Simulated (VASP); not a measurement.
The system is Rh.

```xyz
1
Lattice="0.0000 1.8979 1.8979 1.8979 0.0000 1.8979 1.8979 1.8979 0.0000" Properties=species:S:1:pos:R:3 pbc="T T T"
Rh    0.0000    0.0000    0.0000
```

| Item | Value |
| --- | --- |
| Program | VASP 6.6.1 |
| Task | relaxation of cell and atoms |
| Functional | PBEsol |
| Potentials or basis | VASP PAW PBE potentials, release 64 (Rh_pv) |
| Cutoff | 600 eV |
| k mesh | 12 × 12 × 12 |
| Occupations | fermi-dirac, width 0.05 eV |
| Spin | no spin polarisation |

At the start: pressure -3.9 GPa; volume 13.67 Å³/atom.

**Question.** How do energy, volume and symmetry change on relaxing?

**Answer.** Over 3 steps the energy falls by 2.3 meV/atom and the volume is 13.49 Å³/atom (-1.3 %); space group Fm-3m (No. 225, to 0.05 Å).

The path:
| step | energy change (eV) | largest force (eV/Å) | pressure (GPa) | volume (Å³) |
| --- | --- | --- | --- | --- |
| 1 | 0.0000 | 0.0000 | -3.93 | 13.67 |
| 2 | 0.0139 | 0.0000 | 11.56 | 13.02 |
| 3 | -0.0023 | 0.0000 | -0.05 | 13.49 |

Final structure:
```
Rh
1.0
     0.00000    1.88932    1.88932
     1.88932    0.00000    1.88932
     1.88932    1.88932    0.00000
Rh
1
Direct
  0.00000 0.00000 0.00000
```

Caveat: the PAW data sets were made with another functional, which shifts forces and pressure a little.
